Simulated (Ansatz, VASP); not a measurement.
## Two plane-wave programs on C3N4

```
C N
1.0
     2.39222    1.38115    3.56889
    -2.39222    1.38115    3.56889
     0.00000   -2.76229    3.56889
C N
3 4
Direct
  0.49007 0.49007 0.01933
  0.49007 0.01933 0.49007
  0.01933 0.49007 0.49007
  0.65970 0.17011 0.17011
  0.17011 0.17011 0.65970
  0.66561 0.66561 0.66561
  0.17011 0.65970 0.17011
```

Alike in both runs: task relaxation of cell and atoms; functional PBEsol; k mesh 6 × 6 × 6; occupations gaussian, width 0.02 eV; no spin polarisation.

|  | VASP | Ansatz |
| --- | --- | --- |
| version | VASP 6.6.1 | Ansatz 0.2.0 |
| potentials or method | VASP PAW PBE potentials, release 64 (C, N), cutoff 600 eV | scalar-relativistic, plane waves, PAW |
| valence electrons in the cell | 32 | 32 |

```tsv
	VASP	Ansatz	Ansatz less VASP
gap on the k mesh at the Fermi level, each at its own relaxed structure (eV)	1.18	1.27	+0.087
relaxed volume (Å³/atom)	9.16	9.51	+0.355
relaxed cell length with the largest relative difference (Å)	4.272	4.371	+0.0989
```

VASP's potentials were made for PBE, not for PBEsol.
